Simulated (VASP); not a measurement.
Crystal: KI.

```
CELL_PARAMETERS angstrom
0.00000 3.54244 3.54244
3.54244 0.00000 3.54244
3.54244 3.54244 0.00000
ATOMIC_POSITIONS crystal
K 0.00000 0.00000 0.00000
I 0.50000 0.50000 0.50000
```

Base run:

| Item | Value |
| --- | --- |
| Program | VASP 6.6.1 |
| Functional | PBEsol |
| Potentials or basis | VASP PAW PBE potentials, release 64 (K_sv, I) |
| Cutoff | 400 eV |
| k mesh | 7 × 7 × 7 |
| Occupations | fermi-dirac, width 0.02 eV |
| Spin | no spin polarisation |

Its results: band gap on the k mesh 3.80 eV, direct; pressure -0.3 GPa.

Problem. The run is repeated on the same cell with these changes: functional from PBEsol to PBE; cutoff from 400 eV to 520 eV. What comes out?

Solution. Band gap on the k mesh 3.94 eV, direct; pressure 0.5 GPa.

PBE binds less tightly than PBEsol, so the same cell stands under more pressure.

Caveats: spin-orbit coupling is left out, which moves the levels of the heavy elements; the PAW data sets were made with another functional, which shifts forces and pressure a little (some runs).

A k mesh can miss the band edges.
